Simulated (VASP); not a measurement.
Write the native input for VASP 6.6.1 that does the following.

```yaml
Task: single point
Functional: PBE
Potentials_or_basis: VASP PAW PBE potentials, release 64 (Ir)
Cutoff: 520 eV
k_mesh: 22 × 22 × 22
Occupations: gaussian, width 0.15 eV
Spin: no spin polarisation
Dipole_correction: no
Further_INCAR_settings: ALGO = Normal; EDIFF = 1e-06; NBANDS = 10
```

The structure of Ir lies in POSCAR:

```
Ir
1.0
    0.0000000000      1.8429120000      1.8429120000
    1.8429120000      0.0000000000      1.8429120000
    1.8429120000      1.8429120000      0.0000000000
Ir
1
Direct
    0.0000000000      0.0000000000      0.0000000000
```

This cell differs from its parent crystal: strain -0.040 along x and y, -0.040 along z.

These files were run (other wordings do the same):

INCAR

```
  PREC = Accurate
  ENCUT = 520
  EDIFF = 1E-6
  ISMEAR = 0
  SIGMA = 0.15
  LREAL = F
  LASPH = T
  NELM = 80
  ALGO = Normal
  ISIF = 2
  LWAVE = F
  LCHARG = T
  GGA = PE
  LELF = T
  LVHAR = T
  NBANDS = 10
```

KPOINTS

```
regular mesh
0
Gamma
  22 22 22
```

Potentials or basis: VASP PAW PBE potentials, release 64 (Ir).

Command:

```sh
$ cat potpaw_PBE.64/Ir/POTCAR > POTCAR
$ mpirun -np 1 vasp_std > vasp.out
```

Results of the run:

```
Pressure               : 75.7 GPa
Band gap on the k mesh : zero (an odd number of electrons rules out a gap without spin polarisation)
```

Caveat: the cell differs from its parent crystal (strain -0.040 along x and y, -0.040 along z); the cell stands under pressure; spin-orbit coupling is left out, which moves the levels of the heavy elements.

Run time: 35 s on 1 thread of Intel(R) Xeon(R) Platinum 8259CL CPU @ 2.50GHz (Skylake/Cascade Lake), with other jobs on the host, peak memory 0.16 GiB.
